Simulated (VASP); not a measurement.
# TiS2: single point with PBE

TiS2:

```xyz
3
Lattice="3.3765 0.0000 0.0000 -1.6882 2.9241 0.0000 0.0000 0.0000 5.7690" Properties=species:S:1:pos:R:3 pbc="T T T"
Ti    0.0000    0.0000    0.0000
S     0.0000    1.9494    1.4193
S     1.6882    0.9747    4.3498
```

This cell differs from its parent crystal: epitaxial xy strain -1.0%.

```
Program             : VASP 6.6.1
Task                : single point
Functional          : PBE
Potentials or basis : VASP PAW PBE potentials, release 64 (Ti_sv, S)
Cutoff              : 500 eV
k mesh              : 12 × 12 × 4
Occupations         : fermi-dirac, width 0.02 eV
Spin                : no spin polarisation
```

| Quantity | Value |
| --- | --- |
| Pressure | 2.7 GPa |
| Largest force | 0.126 eV/Å |
| Band gap on the k mesh | zero (bands 12 and 13 overlap by 0.20 eV) |

Forces on the atoms (eV/Å):
```
Ti   0.000  0.000  0.000
S    0.000  0.000  0.126
S    0.000  0.000 -0.126
```

Stress tensor (GPa, compression positive):
```
2.60 0.00 0.00
0.00 2.60 0.00
0.00 0.00 2.80
```

Levels at points of the mesh, in eV from the Fermi level:
```tsv
k point	band 10	band 11	band 12	band 13	band 14	band 15
(0.00, 0.00, 0.00)	-0.17	0.12	0.12	0.50	0.50	0.89
(0.50, 0.00, 0.00)	-2.68	-2.63	-1.53	0.19	1.59	2.02
(0.00, 0.00, 0.50)	-2.45	-0.03	-0.03	0.49	0.49	1.51
(0.50, 0.00, 0.50)	-2.83	-1.36	-1.25	-0.09	1.59	1.99
```

Run time: 32 s on 1 thread of Intel(R) Xeon(R) 6975P-C (Granite Rapids), on a shared host, peak memory 0.21 GiB.

Caveat: the cell differs from its parent crystal (epitaxial xy strain -1.0%); this functional lacks dispersion, which binds layers or chains, so the pressure and a relaxed spacing across them are unreliable.
